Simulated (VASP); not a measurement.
Here is a VASP 6.6.1 calculation.

File INCAR:

```
SYSTEM = Sn4O9
PREC = Accurate
ENCUT = 1000
EDIFF = 1E-6
ISMEAR = 0
SIGMA = 0.02
LREAL = .FALSE.
LASPH = .TRUE.
NELM = 120
ALGO = Normal
ISIF = 2
LWAVE = .FALSE.
LCHARG = .TRUE.
GGA = PE
LELF = .TRUE.
LVHAR = .TRUE.
NBANDS = 67
GGA_COMPAT = .FALSE.
```

KPOINTS

```
regular mesh
0
G
  3 3 3
  0 0 0
```

File POSCAR:

```
Sn4O9
1.0
   -4.8265176369      0.0000000000      3.2381666580
    4.8265176369      0.0000000000      3.2381666580
    0.0000000000      4.8283676022     -3.2381666580
Sn O
4 9
Direct
    0.2555347668      0.7533939234      0.5018930205
    0.7441809692      0.2464660160      0.4976062715
   -0.0000277806     -0.0099090249     -0.0100597146
    0.4998114651      0.4989485241     -0.0013522168
   -0.1352038311      0.2775564963      0.1903749001
    0.4999315386      0.8051841266      0.3050318703
    0.9463839708      0.7526645916      0.1926470966
    0.4344390797      0.2429420067      0.1836334913
    0.5654592643      0.7497449267      0.8084699264
    0.0532709292      0.2465274488      0.8061892384
    0.9999136798      0.6839423906      0.6837515848
    0.4997534470      0.1928276029      0.6925257717
    0.1355278711      0.3253614258      0.4125709068
```

Potentials or basis: VASP PAW PBE potentials, release 64 (Sn_d, O_h).

The run is started by

```sh
$ cat potpaw_PBE.64/Sn_d/POTCAR potpaw_PBE.64/O_h/POTCAR > POTCAR
$ mpirun -np 1 vasp_std > vasp.out
```

(1) What does it give for the band gap on the k mesh?

(2) Estimate the largest force.

## Answers

(1) 0.34 eV.

(2) 0.600 eV/Å.

Caveat: the k points lie up to 0.45 Å⁻¹ apart; spin-orbit coupling is left out, which moves the levels of the heavy elements.
